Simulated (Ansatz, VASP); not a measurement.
**Two plane-wave programs on Nb2SiO3**

```
CELL_PARAMETERS angstrom
3.80239 0.00000 0.00000
-1.90120 3.29297 0.00000
0.00000 0.00000 8.75515
ATOMIC_POSITIONS crystal
Nb 0.00000 0.00000 0.79631
Nb 0.00000 0.00000 0.20369
Si 0.00000 0.00000 0.50000
O 0.33333 0.66667 0.00000
O 0.66667 0.33333 0.00000
O 0.00000 0.00000 0.00000
```

Alike in both runs: functional PBE; k mesh 4 × 4 × 2; occupations gaussian, width 0.15 eV; no spin polarisation.

Ansatz relaxed the structure, and its values are those at the end. VASP's run is a single point on that final structure, the one shown.

```csv
,VASP,Ansatz
version,VASP 6.6.1,Ansatz 0.2.0
potentials or method,"VASP PAW PBE potentials, release 64 (Nb_sv, Si, O), cutoff 600 eV","scalar-relativistic, plane waves, PAW"
valence electrons in the cell,48,48
```

|  | VASP | Ansatz | Ansatz less VASP |
| --- | --- | --- | --- |
| gap on the k mesh at the Fermi level (eV) | none | none | - |
| pressure (GPa) | -0.1 | 0.1 | +0.23 |
| rms of the force components (eV/Å) | 0.003 | 0.000 | -0.0030 |

A gap of «none» marks a metal or a gap that the smearing closes. The functional is the same, so the differences come from potentials, cutoffs and numerics.

The k mesh is coarse, so the values compare programs but aren't converged.
